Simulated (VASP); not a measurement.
# Eu (Cmcm) in VASP: single point with PBE

Aim: the single point of Eu with PBE.

All numbers are computed with VASP 6.6.1; they aren't measurements. Logs are shortened: lines on timing, memory, paths and dates and some standing lists are left out, and cuts for length are marked.

**1. The cell of the first run**

Symmetry: Cmcm, No. 63, orthorhombic system. Conventional cell: a = 3.994 Å, b = 6.959 Å, c = 6.341 Å, α = 90.00°, β = 90.00°, γ = 90.00°. Eu (site symmetry m2m) has 12 Eu at 3.90 to 4.01 Å within 5.1 Å.

**2. Single point, PBE, collinear spin, ferromagnetic start**

File INCAR:

```
SYSTEM = Eu
  PREC = Accurate
  ENCUT = 520
  EDIFF = 1E-6
  ISMEAR = -1
  SIGMA = 0.08
  LREAL = .False.
  LASPH = .True.
  NELM = 150
  ALGO = Normal
  ISIF = 2
  LWAVE = .False.
  LCHARG = .False.
  ISPIN = 2
  MAGMOM = 7.2 7.2
  LORBIT = 11
  LMAXMIX = 6
  GGA = PE
  NBANDS = 28
```

File KPOINTS:

```
regular mesh
0
Gamma
  8 8 5
  0 0 0
```

File POSCAR:

```
Eu
1.0
    1.9970665100     -3.4797093800      0.0000000000
    1.9970665100      3.4797093800      0.0000000000
    0.0000000000      0.0000000000      6.3407250500
Eu
2
Direct
    0.8368671400      0.1631328600      0.7500000000
    0.1631328600      0.8368671400      0.2500000000
```

Potentials or basis: VASP PAW PBE potentials, release 64 (Eu).

On the command line:

```console
cat potpaw_PBE.64/Eu/POTCAR > POTCAR
mpirun -np 1 vasp_std > vasp.out
```

OUTCAR:

```text
SYSTEM = Eu
   PREC = Accurate
   ENCUT = 520
   EDIFF = 1E-6
   ISMEAR = -1
   LREAL = .False.
   LASPH = .True.
   NELM = 150
   ISIF = 2
   ISPIN = 2
   LORBIT = 11
   GGA = PE

 ion  position               nearest neighbor table
   1  0.837  0.163  0.750-
   2  0.163  0.837  0.250-

  LATTYP: Found a base centered orthorhombic cell.
 ALAT       =     3.9941330200
 B/A-ratio  =     1.7424103617
 C/A-ratio  =     1.5875097345

  Lattice vectors:

 A1 = (   1.9970665100,  -3.4797093800,   0.0000000000)
 A2 = (   1.9970665100,   3.4797093800,   0.0000000000)
 A3 = (   0.0000000000,   0.0000000000,   6.3407250500)

Analysis of symmetry for initial positions (statically):
=====================================================================
 Subroutine PRICEL returns:
 Original cell was already a primitive cell.

 Routine SETGRP: Setting up the symmetry group for a
 base centered orthorhombic supercell.

 Subroutine GETGRP returns: Found  8 space group operations
 (whereof  4 operations were pure point group operations)
 out of a pool of  8 trial point group operations.

The static configuration has the point symmetry C_2h.
 The point group associated with its full space group is D_2h.

Analysis of symmetry for dynamics (positions and initial velocities):
=====================================================================
 Subroutine PRICEL returns:
 Original cell was already a primitive cell.

 Routine SETGRP: Setting up the symmetry group for a
 base centered orthorhombic supercell.

 Subroutine GETGRP returns: Found  8 space group operations
 (whereof  4 operations were pure point group operations)
 out of a pool of  8 trial point group operations.

The dynamic configuration has the point symmetry C_2h.
 The point group associated with its full space group is D_2h.

Analysis of structural, dynamic, and magnetic symmetry:
=====================================================================
 Subroutine PRICEL returns:
 Original cell was already a primitive cell.

 Routine SETGRP: Setting up the symmetry group for a
 base centered orthorhombic supercell.

 Subroutine GETGRP returns: Found  8 space group operations
 (whereof  4 operations were pure point group operations)
 out of a pool of  8 trial point group operations.

The overall configuration has the point symmetry C_2h.
 The point group associated with its full space group is D_2h.

 Subroutine INISYM returns: Found  8 space group operations
 (whereof  4 operations are pure point group operations),
 and found     1 'primitive' translations

----------------------------------------------------------------------------------------

                                     Primitive cell

  volume of cell :      88.1261

  direct lattice vectors                    reciprocal lattice vectors
     1.997066510 -3.479709380  0.000000000     0.250367225 -0.143690161  0.000000000
     1.997066510  3.479709380  0.000000000     0.250367225  0.143690161  0.000000000
     0.000000000  0.000000000  6.340725050     0.000000000  0.000000000  0.157710671

  length of vectors
     4.012063311  4.012063311  6.340725050     0.288670417  0.288670417  0.157710671

  position of ions in fractional coordinates (direct lattice)
     0.836867140  0.163132860  0.750000000
     0.163132860  0.836867140  0.250000000

  ion indices of the primitive-cell ions
   primitive index   ion index
                 1           1
                 2           2

----------------------------------------------------------------------------------------

 KPOINTS: regular mesh

Automatic generation of k-mesh.
 Grid dimensions read from file:
 generate k-points for:    8    8    5

 Generating k-lattice:

  Cartesian coordinates                     Fractional coordinates (reciprocal lattice)
     0.031295903 -0.017961270  0.000000000     0.125000000  0.000000000  0.000000000
     0.031295903  0.017961270  0.000000000     0.000000000  0.125000000  0.000000000
     0.000000000  0.000000000  0.031542134     0.000000000  0.000000000  0.200000000

  Length of vectors
     0.036083802  0.036083802  0.031542134

  Shift w.r.t. Gamma in fractional coordinates (k-lattice)
     0.000000000  0.000000000  0.000000000

 Subroutine IBZKPT returns following result:
 ===========================================

 Found     63 irreducible k-points:

 Following reciprocal coordinates:
            Coordinates               Weight
  0.000000  0.000000  0.000000      1.000000
  0.125000  0.000000  0.000000      4.000000
  0.250000  0.000000  0.000000      4.000000
  0.375000  0.000000  0.000000      4.000000
  0.500000  0.000000  0.000000      2.000000
  0.125000  0.125000  0.000000      2.000000
[... 16 lines left out ...]
  0.125000  0.000000  0.200000      8.000000
  0.250000  0.000000  0.200000      8.000000
 [... further k-points ...]
   k-points           NKPTS =     63   k-points in BZ     NKDIM =     63   number of bands    NBANDS=     28
   number of dos      NEDOS =    301   number of ions     NIONS =      2
   total plane-waves  NPLWV =  43200
   dimension x,y,z NGX =    30 NGY =   30 NGZ =   48
   dimension x,y,z NGXF=    60 NGYF=   60 NGZF=   96
   ions per type =               2
   NGX,Y,Z   is equivalent  to a cutoff of  12.43, 12.43, 12.59 a.u.
   NGXF,Y,Z  is equivalent  to a cutoff of  24.86, 24.86, 25.17 a.u.
 SYSTEM =  Eu
   PREC   = accura    normal or accurate (medium, high low for compatibility)
   ISTART =      0    job   : 0-new  1-cont  2-samecut
   ICHARG =      2    charge: 1-file 2-atom 10-const
   ISPIN  =      2    spin polarized calculation?
   LNONCOLLINEAR =      F non collinear calculations
   LSORBIT =      F    spin-orbit coupling
   LASPH  =      T    aspherical Exc in radial PAW
   ENCUT  =  520.0 eV  38.22 Ry    6.18 a.u.   7.46  7.46 11.79*2*pi/ulx,y,z
   NELM   =    150;   NELMIN=  2; NELMDL= -5     # of ELM steps
   EDIFF  = 0.1E-05   stopping-criterion for ELM
   LREAL  =      F    real-space projection
   EDIFFG = 0.1E-04   stopping-criterion for IOM
   NSW    =      0    number of steps for IOM
   IBRION =     -1    ionic relax: 0-MD 1-quasi-New 2-CG
   NFREE  =      0    steps in history (QN), initial steepest desc. (CG)
   ISIF   =      2    stress and relaxation
   ISYM   =      2    0-nonsym 1-usesym 2-fastsym
   POTIM  = 0.5000    time-step for ionic-motion
   TEBEG  =    0.0;   TEEND  =   0.0 temperature during run
   PSTRESS=    0.0 pullay stress
   NELECT =      34.0000    total number of electrons
   NUPDOWN=      -1.0000    fix difference up-down
   EMIN   =  10.00;   EMAX   =-10.00  energy-range for DOS
   EFERMI =   0.00;   METHOD = LEGACY
   ISMEAR =    -1;   SIGMA  =   0.08  broadening in eV -4-tet -1-fermi 0-gaus
   EFERMI_NEDOS =   21; number of points for ismear=-14 and -15
   IALGO  =     38    algorithm
   IMIX   =      4    mixing-type and parameters
     AMIX     =   0.40;   BMIX     =  1.00
     AMIX_MAG =   1.60;   BMIX_MAG =  1.00
  volume/ion in A,a.u.               =      44.06       297.35
  Fermi-wavevector in a.u.,A,eV,Ry     =   1.191790  2.252156 19.325211  1.420363
  Thomas-Fermi vector in A             =   2.327843
   LORBIT       =     11    0 simple, 1 ext, 2 COOP (PROOUT), +10 PAW based schemes
   GGA     = PE    functional components
   LHFCALC =     F    Hartree Fock is set to
   AEXX    =    0.0000 exact exchange contribution
   IVDW    =     0    specifies the selected vdW correction
   LEPSILON=     F    determine dielectric tensor
   LRPA    =     F    only Hartree local field effects (RPA)
 spin polarized calculation
  energy-cutoff  :      520.00
  volume of cell :       88.13
 maximum number of plane-waves:      2402
 NGX is ok and might be reduce to    30
   NGX = 15   NGY = 15   NGZ = 23

 number of electron      33.9999997 magnetization      15.1367468

 Free energy of the ion-electron system (eV)
  ---------------------------------------------------
  ext. energy  EPLUGINS =         0.00000000
  ---------------------------------------------------
  free energy    TOTEN  =       -22.95263591 eV

  energy without entropy =      -22.85811650  energy(sigma->0) =      -22.90537620

 E-fermi :   1.8650     XC(G=0):  -8.6258

 val. band max:        1.8569183075   @ k =   0.2500   0.0000   0.0000
 cond. band min:       1.8656468030   @ k =   0.5000   0.2500   0.2000
 fundamental gap:      0.0087284955
 Fermi energy:         1.8649995596

 spin component 1

 k-point     1 :       0.0000    0.0000    0.0000
  band No.  band energies     occupation
      1     -39.7846      1.00000
      2     -39.7546      1.00000
      3     -18.7715      1.00000
      4     -18.4394      1.00000
      5     -18.4301      1.00000
      6     -18.3742      1.00000
[... 20 lines left out ...]
     27       3.6493      0.00000
     28       3.8169      0.00000
[... 683 lines left out ...]
 k-point    24 :       0.2500    0.0000    0.2000
  band No.  band energies     occupation
      1     -39.7712      1.00000
      2     -39.7530      1.00000
      3     -18.6916      1.00000
      4     -18.5502      1.00000
      5     -18.5281      1.00000
      6     -18.4715      1.00000
[... 20 lines left out ...]
     27       3.3231      0.00000
     28       3.5720      0.00000

 [... further k-points ...]

 spin component 2

 k-point     1 :       0.0000    0.0000    0.0000
  band No.  band energies     occupation
      1     -36.6198      1.00000
      2     -36.5812      1.00000
      3     -16.4879      1.00000
      4     -16.0799      1.00000
      5     -16.0688      1.00000
      6     -16.0013      1.00000
[... 20 lines left out ...]
     27       6.4194      0.00000
     28       6.4249      0.00000
[... 683 lines left out ...]
 k-point    24 :       0.2500    0.0000    0.2000
  band No.  band energies     occupation
      1     -36.6024      1.00000
      2     -36.5790      1.00000
      3     -16.3898      1.00000
      4     -16.2211      1.00000
      5     -16.1920      1.00000
      6     -16.1205      1.00000
[... 20 lines left out ...]
     27       6.3850      0.00000
     28       6.4303      0.00000

 [... further k-points ...]

------------------------ aborting loop because EDIFF is reached ----------------------------------------

  FORCE on cell =-STRESS in cart. coord.  units (eV):
  Direction    XX          YY          ZZ          XY          YZ          ZX
  --------------------------------------------------------------------------------------
  -------------------------------------------------------------------------------------
  Total       -0.5565419     -0.5441285     -0.3609760      0.0000000     -0.0000000      0.0000000
  in kB      -10.1182175     -9.8925365     -6.5627302      0.0000000     -0.0000000      0.0000000
  external PRESSURE =      -8.8578280 kB  Pullay stress =       0.0000000 kB

 VOLUME and BASIS-vectors are now :
 -----------------------------------------------------------------------------
  energy-cutoff  :      520.00
  volume of cell :       88.13
      direct lattice vectors                 reciprocal lattice vectors
     1.997066510 -3.479709380  0.000000000     0.250367225 -0.143690161  0.000000000
     1.997066510  3.479709380  0.000000000     0.250367225  0.143690161  0.000000000
     0.000000000  0.000000000  6.340725050     0.000000000  0.000000000  0.157710671

 POSITION                                       TOTAL-FORCE (eV/Angst)
 -----------------------------------------------------------------------------------
      1.99707     -2.34440      4.75554         0.000000      0.022738      0.000000
      1.99707      2.34440      1.58518         0.000000     -0.022738     -0.000000
 -----------------------------------------------------------------------------------
    total drift:                                0.000000     -0.000000     -0.000000

  FREE ENERGIE OF THE ION-ELECTRON SYSTEM (eV)
  ---------------------------------------------------
  free  energy   TOTEN  =       -22.9526359054 eV

  energy  without entropy=      -22.8581165035  energy(sigma->0) =      -22.90537620

 total charge

# of ion       s       p       d       f       tot
--------------------------------------------------
    1        2.081   5.712   0.294   6.637  14.723
    2        2.081   5.712   0.294   6.637  14.723
--------------------------------------------------
tot          4.161  11.424   0.588  13.273  29.447

 magnetization (x)

# of ion       s       p       d       f       tot
--------------------------------------------------
    1       -0.001  -0.085   0.187   6.635   6.736
    2       -0.001  -0.085   0.187   6.635   6.736
--------------------------------------------------
tot         -0.002  -0.170   0.373  13.270  13.471
```

Wall time 12 min (1 thread of Intel Xeon 8259CL, shared host); peak memory 0.4 GiB.

What came out:

| Item | Value |
| --- | --- |
| Free energy | -22.9526 eV |
| Pressure | -0.9 GPa |
| Largest force | 0.023 eV/Å |
| Net moment | 15.14 μB per cell |
| Site moments | Eu +6.74 μB |
| Valence electrons inside the program's atomic spheres | Eu 14.72 |

Forces in eV/Å, atoms in the order of the input:
```
Eu   0.000  0.023  0.000
Eu   0.000 -0.023  0.000
```

Levels at points of the mesh, in eV from the Fermi level:
Spin up:
```csv
k point,band 21,band 22,band 23,band 24,band 25,band 26,band 27,band 28
"(0.00, 0.00, 0.00)",-0.41,-0.41,-0.37,-0.37,0.62,1.68,1.78,1.95
"(0.50, 0.00, 0.00)",-0.39,-0.38,-0.38,-0.37,-0.32,-0.07,1.33,1.46
"(0.50, 0.50, 0.00)",-0.39,-0.38,-0.37,-0.37,-0.30,-0.09,1.18,1.53
```
Spin down:
```csv
k point,band 5,band 6,band 7,band 8,band 9,band 10,band 11,band 12,band 13,band 14
"(0.00, 0.00, 0.00)",-17.93,-17.87,-17.86,-17.85,-3.35,-0.71,1.63,2.71,2.82,2.94
"(0.50, 0.00, 0.00)",-18.14,-18.04,-17.97,-17.92,-0.56,-0.02,0.35,0.98,2.33,2.56
"(0.50, 0.50, 0.00)",-18.13,-18.04,-17.99,-17.91,-0.53,-0.05,0.41,0.98,2.19,2.63
```

Caveat: spin-orbit coupling is left out, which moves the levels of the heavy elements; semilocal functionals describe open f shells poorly, which spoils levels, moments and volumes.
